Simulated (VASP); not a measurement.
Al30Cu (a cell with a defect):

```
Al Cu
1.0
     8.10000    0.00000    0.00000
     0.00000    8.10000    0.00000
     0.00000    0.00000    8.10000
Al Cu
30 1
Direct
  0.50250 0.00027 0.00226
  0.75000 0.24756 0.00244
  0.99750 0.00027 0.00226
  0.25000 0.25100 0.99900
  0.49879 0.50053 0.99931
  0.75000 0.75292 0.00181
  0.25000 0.99981 0.25019
  0.50250 0.24774 0.24973
  0.75000 0.50337 0.25374
  0.51103 0.99596 0.49500
  0.75000 0.24819 0.49708
  0.75000 0.99626 0.74663
  0.00121 0.50053 0.99931
  0.25000 0.74901 0.99937
  0.99750 0.24774 0.24973
  0.25000 0.50179 0.25058
  0.51103 0.75500 0.25404
  0.98897 0.99596 0.49500
  0.25000 0.25063 0.50099
  0.50079 0.50332 0.50145
  0.25000 0.99942 0.74821
  0.49879 0.25069 0.74947
  0.75000 0.50044 0.74956
  0.98897 0.75500 0.25404
  0.99921 0.50332 0.50145
  0.25000 0.74956 0.50044
  0.00121 0.25069 0.74947
  0.25000 0.50041 0.74959
  0.50079 0.74855 0.74668
  0.99921 0.74855 0.74668
  0.75000 0.74551 0.50449
```

Base run:

```yaml
Program: VASP 6.6.1
Functional: PBE
Potentials_or_basis: VASP PAW PBE potentials, release 64 (Al, Cu)
Cutoff: 520 eV
k_mesh: 3 × 3 × 3
Occupations: gaussian, width 0.15 eV
Spin: no spin polarisation
```

Its results: band gap on the k mesh zero (an odd number of electrons rules out a gap without spin polarisation); pressure -2.2 GPa; largest force 0.015 eV/Å.

Q: The run is repeated on the same cell with these changes: k mesh from 3 × 3 × 3 to 1 × 1 × 1. What comes out?

A: Band gap on the k mesh zero (an odd number of electrons rules out a gap without spin polarisation); pressure -2.9 GPa; largest force 0.350 eV/Å.

Caveats: some runs use coarse meshes.
